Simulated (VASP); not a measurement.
Set up this calculation in VASP 6.6.1, as the native input.

```
Task                   : single point
Functional             : PBE
Potentials or basis    : VASP PAW PBE potentials, release 64 (K_sv, Mg, I)
Cutoff                 : 520 eV
k mesh                 : 4 × 4 × 4
Occupations            : gaussian, width 0.01 eV
Spin                   : no spin polarisation
Dipole correction      : no
Further INCAR settings : ALGO = Normal; EDIFF = 1e-07; NBANDS = 24
```

The structure of KMgI3 lies in POSCAR:

```
KMgI3
1.0
    5.7328701300      0.0000000000      0.0000000000
    0.0000000000      5.7328701300      0.0000000000
    0.0000000000      0.0000000000      5.7328701300
K Mg I
1 1 3
Direct
    0.0000000000      0.0000000000      0.0000000000
    0.5000000000      0.5000000000      0.5000000000
    0.5000000000      0.5000000000      0.0000000000
    0.5000000000      0.0000000000      0.5000000000
    0.0000000000      0.5000000000      0.5000000000
```

This cell differs from its parent crystal: volume changed by -6%.

The input as run:

INCAR

```
ALGO = Normal
EDIFF = 1E-7
ENCUT = 520
GGA = PE
ISIF = 2
ISMEAR = 0
LASPH = T
LCHARG = T
LELF = T
LREAL = F
LVHAR = T
LWAVE = F
NBANDS = 24
NELM = 80
PREC = Accurate
SIGMA = 0.01
```

KPOINTS

```
k-points
0
Gamma
  4 4 4
```

Potentials or basis: VASP PAW PBE potentials, release 64 (K_sv, Mg, I).

Command:

```bash
$ cat potpaw_PBE.64/K_sv/POTCAR potpaw_PBE.64/Mg/POTCAR potpaw_PBE.64/I/POTCAR > POTCAR
$ mpirun -np 1 vasp_std > vasp.out
```

Results of the run:

```
Pressure               : 1.3 GPa
Band gap on the k mesh : 1.27 eV, indirect (least direct gap 1.80 eV)
```

Caveat: spin-orbit coupling is left out, which moves the levels of the heavy elements.

Run time: 25 s on 1 thread of Intel(R) Xeon(R) 6975P-C (Granite Rapids), with other jobs on the host, peak memory 0.32 GiB.
